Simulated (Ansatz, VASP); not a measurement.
# W in VASP and in Ansatz

Contents of INCAR:

```
  ALGO = Fast
  EDIFF = 1E-7
  ENCUT = 520
  GGA = PS
  ISIF = 2
  ISMEAR = 0
  LASPH = True
  LCHARG = False
  LREAL = False
  LWAVE = False
  NBANDS = 13
  NELM = 60
  PREC = Accurate
  SIGMA = 0.15
```

Contents of KPOINTS:

```
k-points
0
Gamma
  20 20 20
```

The input POSCAR:

```
W
1.0
   -1.5274181250      1.5973000000      1.5274181250
    1.6671818750     -1.5973000000      1.6671818750
    1.5274181250      1.5973000000     -1.5274181250
W
1
Direct
    0.0000000000      0.0000000000      0.0000000000
```

Input for Ansatz:

```yaml
crystal:
  lattice:
    - [-1.527418125, 1.5973, 1.527418125]
    - [1.667181875, -1.5973, 1.667181875]
    - [1.527418125, 1.5973, -1.527418125]
  atoms:
    - { symbol: W, position: [0.0, 0.0, 0.0] }
basis:
  ecutwfc: 420
kpoints:
  mp_grid: { grid: [20, 20, 20] }
hamiltonian:
  xc: pbesol
scf:
  occupations: { method: gaussian, width: 0.15 }
output:
  forces: true
  stress: true
  eigenvalues: true
```

Change from the starting cell: strain +0.0875 x Voigt [0, 0, 0, 0, 1, 0], atoms carried along.

Alike in both runs: task single point; functional PBEsol; k mesh 20 × 20 × 20; occupations gaussian, width 0.15 eV; no spin polarisation.

```csv
,VASP,Ansatz
version,VASP 6.6.1,Ansatz 0.2.0
potentials or method,"VASP PAW PBE potentials, release 64 (W_sv), cutoff 520 eV","scalar-relativistic, plane waves, PAW"
valence electrons in the cell,14,14
```

Ansatz gave:

```
gap on the k mesh at the Fermi level (eV)                     : none
pressure (GPa)                                                : -9.6
traceless stress, the component that is largest in VASP (GPa) : -11.98
```

Question: Which values does VASP return?

Answer: gap on the k mesh at the Fermi level (eV): none; pressure (GPa): -9.0; traceless stress, the component that is largest in VASP (GPa): -12.17.

VASP's potentials were made for PBE, not for PBEsol. A gap of «none» marks a metal or a gap that the smearing closes.

Spin-orbit coupling is off throughout.
